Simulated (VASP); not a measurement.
Input of a VASP 6.6.1 run:

Contents of INCAR:

```
PREC     = Accurate       # precision mode
ENCUT    = 520            # plane-wave cutoff, eV
EDIFF    = 1E-7           # SCF threshold, eV
ISMEAR   = 0              # smearing method
SIGMA    = 0.05           # smearing width, eV
LREAL    = False          # projectors in reciprocal space
LASPH    = True           # aspherical terms in the spheres
NELM     = 150            # most SCF steps
ALGO     = Fast           # electronic algorithm
ISIF     = 2              # what is computed and relaxed
LWAVE    = False          # write WAVECAR
LCHARG   = True           # write CHGCAR
LNONCOLLINEAR= True           # non-collinear magnetism
MAGMOM   = 0 0 0          # initial moments
LORBIT   = 11             # projections on sites
LSORBIT  = True           # spin-orbit coupling
GGA_COMPAT= False        
LORBMOM  = True         
GGA      = PE             # functional
LVHAR    = True         
NBANDS   = 25             # bands
```

Contents of KPOINTS:

```
Automatic mesh
0
Gamma
  8 8 8
```

The input POSCAR:

```
Sn
1.0
   -1.8752401733      1.8752401733      1.8752401733
    1.8752401733     -1.8752401733      1.8752401733
    1.8752401733      1.8752401733     -1.8752401733
Sn
1
Direct
    0.0000000000      0.0000000000      0.0000000000
```

Potentials or basis: VASP PAW PBE potentials, release 64 (Sn_d).

The run is started by

```sh
$ cat potpaw_PBE.64/Sn_d/POTCAR > POTCAR
$ mpirun -np 1 vasp_ncl > vasp.out
```

**Question.** What does it give for the net moment?

**Answer.** 0.00 μB per cell.

**Question.** Predict the pressure.

**Answer.** 2.5 GPa.

Moments on the atoms (μB; x, y, z):
```
Sn  0.00 0.00 0.00
```
